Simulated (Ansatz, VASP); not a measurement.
**One calculation of Gd, two programs**

```
Gd
1.0
    -1.71370    1.71370    1.71370
     1.71370   -1.71370    1.71370
     1.71370    1.71370   -1.71370
Gd
1
Cartesian
  0.0000 0.0000 0.0000
```

Change from the starting cell: volume scaled by 0.65, LAPW.

Alike in both runs: task single point; functional PBEsol; k mesh 14 × 14 × 14; occupations fermi-dirac, width 0.08 eV; collinear spin.

```csv
,VASP,Ansatz
version,VASP 6.6.1,Ansatz 0.2.0
potentials or method,"VASP PAW PBE potentials, release 64 (Gd), cutoff 600 eV","all-electron LAPW, scalar-relativistic"
```

|  | VASP | Ansatz | Ansatz less VASP |
| --- | --- | --- | --- |
| pressure (GPa) | 31.5 | 30.9 | -0.62 |
| net moment per atom (μB) | 7.49 | 7.50 | 0.000 |
| size of the moment on the site where the two differ most (μB) | 7.01 | 7.32 | +0.312 |

VASP's potentials were made for PBE, not for PBEsol. Site moments also hang on the region over which each program counts them. Both programs put the cell under a high pressure, so it lies far from rest at this level. Ansatz ran all-electron here, and VASP with PAW potentials.

Neither program's run includes spin-orbit coupling.
